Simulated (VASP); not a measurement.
# Mg16O17 (a cell with a defect) in VASP: a series of runs

Runs on Mg16O17 (a cell with a defect). Level: PBE. Tasks: single point.

Everything below comes from runs of VASP 6.6.1. Logs are shortened: lines on timing, memory, paths and dates and some standing lists are left out, and cuts for length are marked.

## Step 1: The cell of the first run

The cell holds a defect, 33 atoms: a = 7.369 Å, b = 7.369 Å, c = 7.369 Å, α = 109.47°, β = 109.47°, γ = 109.47°.

## Step 2: Single point, PBE

INCAR reads:

```
SYSTEM = Mg16O17
  PREC = Accurate
  ENCUT = 520
  EDIFF = 1E-6
  ISMEAR = -1
  SIGMA = 0.01
  LREAL = Auto
  LASPH = .TRUE.
  NELM = 120
  ALGO = Normal
  ISIF = 2
  LWAVE = .FALSE.
  LCHARG = .FALSE.
  GGA = PE
  NELECT = 136.0
  NBANDS = 89
  GGA_COMPAT = .FALSE.
  ISYM = -1
```

KPOINTS reads:

```
explicit points
1
Reciprocal
  0.25000000   0.25000000   0.25000000 1
```

POSCAR reads:

```
Mg16O17
1.0
   -4.2543812300      4.2543812300      4.2543812300
    4.2543812300     -4.2543812300      4.2543812300
    4.2543812300      4.2543812300     -4.2543812300
Mg O
16 17
Direct
    0.0071636996      0.0071237089      0.0047607062
   -0.0065525564      0.2478848768      0.7503035575
   -0.0065708921      0.5002580626      0.4979170496
    0.0071517070      0.7547301784      0.2571688660
    0.2479115100     -0.0066174262      0.7502796671
    0.2476652689      0.2475693459      0.4975884142
    0.2479029618      0.5002390970      0.2434236573
    0.2458046825      0.7526602028      0.0027071005
    0.5002998313     -0.0066552529      0.4979124691
    0.5003038716      0.2478519869      0.2434120013
    0.5003061190      0.5003031942      0.0029890812
    0.5003095875      0.7529447538      0.7503611605
    0.7548093109      0.0071509846      0.2572117777
    0.7526897307      0.2457572845      0.0026694968
    0.7529509076      0.5002181950      0.7502726573
    0.7526855465      0.7526263871      0.4958025336
    0.0059250558      0.0058990860      0.5124732313
    0.0059014815      0.2624412195      0.2559031815
   -0.0053168963      0.5002507485      0.0068415317
   -0.0053056543      0.7568289301      0.7502855474
    0.2624750803      0.0058724230      0.2559194397
    0.2437510034      0.2437033128     -0.0118611304
    0.1843697156      0.5002971790      0.7503282058
    0.2437683843      0.7380910223      0.4937587513
    0.5003083648     -0.0053447127      0.0068649196
    0.5002981886      0.1842793247      0.7502756744
    0.5002985570      0.5002310288      0.4343286365
    0.5002977992      0.7568217118      0.2446790794
    0.7568457648     -0.0053634427      0.7502907011
    0.7381390956      0.2437283508      0.4937647227
    0.7568624053      0.5002724768      0.2446721371
    0.8162455430      0.8162197554      0.0662538186
    0.5002929566      0.5002422618      0.7502919915
```

Potentials or basis: VASP PAW PBE potentials, release 64 (Mg, O).

Launch:

```
cat potpaw_PBE.64/Mg/POTCAR potpaw_PBE.64/O/POTCAR > POTCAR
mpirun -np 1 vasp_std > vasp.out
```

OUTCAR:

```text
SYSTEM = Mg16O17
   PREC = Accurate
   ENCUT = 520
   EDIFF = 1E-6
   ISMEAR = -1
   LREAL = Auto
   LASPH = .TRUE.
   NELM = 120
   ISIF = 2
   GGA = PE
   NELECT = 136.0
   ISYM = -1

 ion  position               nearest neighbor table
   1  0.007  0.007  0.005-  32 1.92  22 2.09  20 2.10  29 2.10  21 2.16  18 2.16   6 2.97   8 2.97
                            14 2.97   7 2.97  10 2.97   2 2.98   5 2.98   4 3.04  13 3.04  12 3.05
   2  0.993  0.248  0.750-  23 1.92  29 2.09  17 2.10  22 2.10  19 2.16  30 2.16  15 2.97  13 2.97
                             7 2.97  14 2.97   9 2.97   1 2.98  16 2.98   3 3.04   8 3.04  11 3.05
   3  0.993  0.500  0.498-  23 1.92  31 2.09  18 2.10  24 2.10  30 2.16  20 2.16  15 2.97  13 2.97
                            16 2.97   5 2.97  10 2.97   4 2.98  14 2.98   2 3.04   8 3.04  12 3.05
   4  0.007  0.755  0.257-  32 1.92  24 2.09  31 2.10  19 2.10  17 2.16  21 2.16   6 2.97  16 2.97
                             5 2.97   8 2.97   9 2.97   3 2.98   7 2.98  13 3.04   1 3.04  11 3.05
   5  0.248  0.993  0.750-  26 1.92  20 2.09  17 2.10  22 2.10  24 2.16  25 2.16  12 2.97   4 2.97
                             3 2.97  10 2.97   8 2.97  16 2.98   1 2.98   9 3.04  14 3.04   6 3.05
   6  0.248  0.248  0.498-  33 1.86  21 2.12  17 2.12  18 2.12  27 2.45  26 2.45  23 2.45   1 2.97
                             4 2.97  13 2.97  15 3.04  12 3.04  11 3.04  10 3.05   7 3.05   9 3.05
   7  0.248  0.500  0.243-  27 1.92  19 2.09  18 2.10  24 2.10  22 2.16  28 2.16  11 2.97   9 2.97
                             1 2.97   2 2.97   8 2.97  14 2.98   4 2.98  16 3.04  10 3.04   6 3.05
   8  0.246  0.753  0.003-  23 1.92  21 2.09  28 2.10  25 2.10  19 2.16  20 2.16  15 2.97   1 2.97
                             4 2.97   7 2.97   5 2.97  10 2.98   9 2.98   2 3.04   3 3.04  12 3.05
   9  0.500  0.993  0.498-  26 1.92  28 2.09  21 2.10  30 2.10  24 2.16  29 2.16  12 2.97  16 2.97
[... 16 lines left out ...]
  18  0.006  0.262  0.256-  14 2.09   7 2.10   3 2.10   6 2.12  13 2.16   1 2.16
  19  0.995  0.500  0.007-   7 2.09  14 2.10   4 2.10  15 2.12   8 2.16   2 2.16
  20  0.995  0.757  0.750-   5 2.09  16 2.10   1 2.10  15 2.12   3 2.16   8 2.16
  21  0.262  0.006  0.256-   8 2.09  10 2.10   9 2.10   6 2.12   4 2.16   1 2.16
  22  0.244  0.244  0.988-   1 2.09   2 2.10   5 2.10  11 2.12   7 2.16  10 2.16
[... 8 lines left out ...]
  31  0.757  0.500  0.245-   3 2.09   4 2.10  14 2.10  11 2.12  16 2.16  10 2.16
  32  0.816  0.816  0.066-  13 1.92   4 1.92   1 1.92  12 2.45  11 2.45  15 2.45
  33  0.500  0.500  0.750-   6 1.86  11 1.86  15 1.86  12 1.86

IMPORTANT INFORMATION: All symmetrisations will be switched off!
NOSYMM: (Re-)initialisation of all symmetry stuff for point group C_1.

----------------------------------------------------------------------------------------

                                     Primitive cell

  volume of cell :     308.0131

  direct lattice vectors                    reciprocal lattice vectors
    -4.254381230  4.254381230  4.254381230     0.000000000  0.117525904  0.117525904
[... 120 lines left out ...]
   EFERMI =   0.00;   METHOD = LEGACY
   ISMEAR =    -1;   SIGMA  =   0.01  broadening in eV -4-tet -1-fermi 0-gaus
   EFERMI_NEDOS =   21; number of points for ismear=-14 and -15
   IALGO  =     38    algorithm
   IMIX   =      4    mixing-type and parameters
     AMIX     =   0.40;   BMIX     =  1.00
     AMIX_MAG =   1.60;   BMIX_MAG =  1.00
  volume/ion in A,a.u.               =       9.33        62.99
  Fermi-wavevector in a.u.,A,eV,Ry     =   1.246612  2.355756 21.144027  1.554042
  Thomas-Fermi vector in A             =   2.380782
   LORBIT       =      0    0 simple, 1 ext, 2 COOP (PROOUT), +10 PAW based schemes
   GGA     = PE    functional components
   LHFCALC =     F    Hartree Fock is set to
   AEXX    =    0.0000 exact exchange contribution
   IVDW    =     0    specifies the selected vdW correction
   LEPSILON=     F    determine dielectric tensor
   LRPA    =     F    only Hartree local field effects (RPA)
 non-spin polarized calculation
  energy-cutoff  :      520.00
  volume of cell :      308.01
 maximum number of plane-waves:      8280
 NGX is ok and might be reduce to    54
   NGX = 27   NGY = 27   NGZ = 27

 number of electron     136.0000000 magnetization

 Free energy of the ion-electron system (eV)
  ---------------------------------------------------
  ext. energy  EPLUGINS =         0.00000000
  ---------------------------------------------------
  free energy    TOTEN  =      -180.73777855 eV

  energy without entropy =     -180.73777855  energy(sigma->0) =     -180.73777855

 E-fermi :   5.1832     XC(G=0): -11.1370

 val. band max:        4.9017033807   @ k =   0.2500   0.2500   0.2500
 cond. band min:       9.9174830573   @ k =   0.2500   0.2500   0.2500
 fundamental gap:      5.0157796766
 Fermi energy:         5.1831513959

 k-point     1 :       0.2500    0.2500    0.2500
  band No.  band energies     occupation
      1     -13.7524      2.00000
      2     -13.7522      2.00000
      3     -13.7521      2.00000
      4     -13.4309      2.00000
      5     -12.9979      2.00000
      6     -12.9979      2.00000
[... 72 lines left out ...]
     79      12.6506      0.00000
     80      12.6507      0.00000
 [bands above 80 left out]

------------------------ aborting loop because EDIFF is reached ----------------------------------------

  FORCE on cell =-STRESS in cart. coord.  units (eV):
  Direction    XX          YY          ZZ          XY          YZ          ZX
  --------------------------------------------------------------------------------------
  -------------------------------------------------------------------------------------
  Total       37.2408617     37.2170016     37.2164064     -0.0028819     -0.0019825     -0.0030587
  in kB      193.7140411    193.5899289    193.5868328     -0.0149908     -0.0103122     -0.0159102
  external PRESSURE =     193.6302676 kB  Pullay stress =       0.0000000 kB

 VOLUME and BASIS-vectors are now :
 -----------------------------------------------------------------------------
  energy-cutoff  :      520.00
  volume of cell :      308.01
      direct lattice vectors                 reciprocal lattice vectors
    -4.254381230  4.254381230  4.254381230     0.000000000  0.117525904  0.117525904
     4.254381230 -4.254381230  4.254381230     0.117525904  0.000000000  0.117525904
     4.254381230  4.254381230 -4.254381230     0.117525904  0.117525904  0.000000000

 POSITION                                       TOTAL-FORCE (eV/Angst)
 -----------------------------------------------------------------------------------
      0.02008      0.02042      0.04053        -0.002919     -0.003090     -0.006513
      0.02017      6.36398      2.08902        -0.003284      0.002946      0.005301
      0.02019      4.21647      4.23639        -0.003430      0.005499      0.003920
      4.27458     -2.08639      2.14724        -0.003884     -0.005207     -0.001882
      6.36349      0.02046      2.08896         0.003856     -0.002797      0.005094
      2.11652      2.11734     -0.01001         0.008740      0.007414      0.007094
[... 25 lines left out ...]
      0.28176      0.28198      6.66326         0.006885      0.006123      0.006942
      3.19181      3.19224      1.06463        -0.001353     -0.001415     -0.000892
 -----------------------------------------------------------------------------------
    total drift:                                0.004627      0.003678      0.004743

  FREE ENERGIE OF THE ION-ELECTRON SYSTEM (eV)
  ---------------------------------------------------
  free  energy   TOTEN  =      -180.7377785475 eV

  energy  without entropy=     -180.7377785475  energy(sigma->0) =     -180.73777855
```

stdout:

```text
POSCAR found type information on POSCAR MgO
 POSCAR found :  2 types and      33 ions
 scaLAPACK will be used
 LDA part: xc-table for (Slater+PW92), standard interpolation
 POSCAR, INCAR and KPOINTS ok, starting setup
 FFT: planning ... GRIDC
 FFT: planning ... GRID_SOFT
 FFT: planning ... GRID
 WAVECAR not read
 entering main loop
 the old and the new charge density differ
 old charge density:   134.00000 new  136.00000
    0.319E+01
```

Wall time 64 s (1 thread of Intel Xeon 6975P-C (Granite Rapids), shared host); peak memory 0.39 GiB.

Results:

```
Free energy   : -180.7378 eV
Largest force : 0.016 eV/Å
```

Forces in eV/Å, atoms in the order of the input:
```
Mg  -0.003 -0.003 -0.007
Mg  -0.003  0.003  0.005
Mg  -0.003  0.005  0.004
Mg  -0.004 -0.005 -0.002
Mg   0.004 -0.003  0.005
Mg   0.009  0.007  0.007
Mg   0.004  0.005 -0.003
Mg  -0.007  0.002  0.003
Mg   0.006 -0.004  0.003
Mg   0.006  0.002 -0.003
Mg  -0.009 -0.008  0.006
Mg  -0.009  0.007 -0.008
Mg  -0.006 -0.004 -0.002
Mg   0.004 -0.007  0.002
Mg   0.008 -0.008 -0.007
Mg   0.004  0.003 -0.006
O   -0.003 -0.003 -0.014
O   -0.004 -0.011 -0.004
O   -0.002  0.015  0.003
O   -0.003  0.004  0.013
O   -0.014 -0.003 -0.003
O    0.004  0.003 -0.012
O    0.007 -0.007 -0.007
O    0.004 -0.014  0.003
O    0.015 -0.003  0.003
O   -0.006  0.006 -0.006
O   -0.006 -0.007  0.007
O    0.014  0.005 -0.004
O    0.002 -0.002  0.015
O   -0.014  0.004  0.004
O    0.004  0.015 -0.004
O    0.007  0.006  0.007
O   -0.001 -0.001 -0.001
```

Caveat: the cell carries a net charge on a neutralising background, which shifts energy and pressure; the cell is charged against a uniform background, so pressure and absolute levels hang on convention.

(Continued in part 2 of 2.)
